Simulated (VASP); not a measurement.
Write the native input for VASP 6.6.1 that does the following.

| Item | Value |
| --- | --- |
| Task | single point |
| Functional | LDA |
| Potentials or basis | VASP PAW LDA potentials, release 64 (Ta_sv_GW, N) |
| Cutoff | 700 eV |
| k mesh | 18 × 18 × 16 |
| Occupations | gaussian, width 0.15 eV |
| Spin | no spin polarisation |
| Dipole correction | no |
| Further INCAR settings | ALGO = Normal; EDIFF = 1e-06; NBANDS = 16 |

The structure of TaN lies in POSCAR:

```
TaN
1.0
    2.9379988584      0.0000000000      0.0000000000
   -1.4689994292      2.5443816477      0.0000000000
    0.0000000000      0.0000000000      2.8830000000
Ta N
1 1
Direct
    0.3333333333      0.6666666667      0.5000000000
    0.0000000000      0.0000000000      0.0650364204
```

This cell differs from its parent crystal: all N atoms moved +0.188 Å, as atom 2 along Cartesian [0 0 1].

These files were run (other wordings do the same):

INCAR

```
ALGO = Normal ; EDIFF = 1E-6
ENCUT = 700 ; GGA_COMPAT = F
ISIF = 2 ; ISMEAR = 0
LASPH = T ; LCHARG = F
LREAL = F ; LWAVE = F
NBANDS = 16 ; NELM = 120
PREC = Accurate ; SIGMA = 0.15
```

KPOINTS

```
k-points
0
Gamma
  18 18 16
```

Potentials or basis: VASP PAW LDA potentials, release 64 (Ta_sv_GW, N).

Launch:

```sh
$ cat potpaw_LDA.64/Ta_sv_GW/POTCAR potpaw_LDA.64/N/POTCAR > POTCAR
$ mpirun -np 1 vasp_std > vasp.out
```

It gave:

The pressure is -3.2 GPa, the largest force is 2.714 eV/Å and the band gap on the k mesh is zero (bands 9 and 10 overlap by 0.42 eV).

Caveat: the cell differs from its parent crystal (all N atoms moved +0.188 Å, as atom 2 along Cartesian [0 0 1]); the cell stands under tension; spin-orbit coupling is left out, which moves the levels of the heavy elements; forces of over 1 eV/Å act on the atoms, so gaps and moduli don't describe the material at rest.

Run time: 3.3 min on 1 thread of Intel(R) Xeon(R) Platinum 8259CL CPU @ 2.50GHz (Skylake/Cascade Lake) (shared host), peak memory 0.41 GiB.
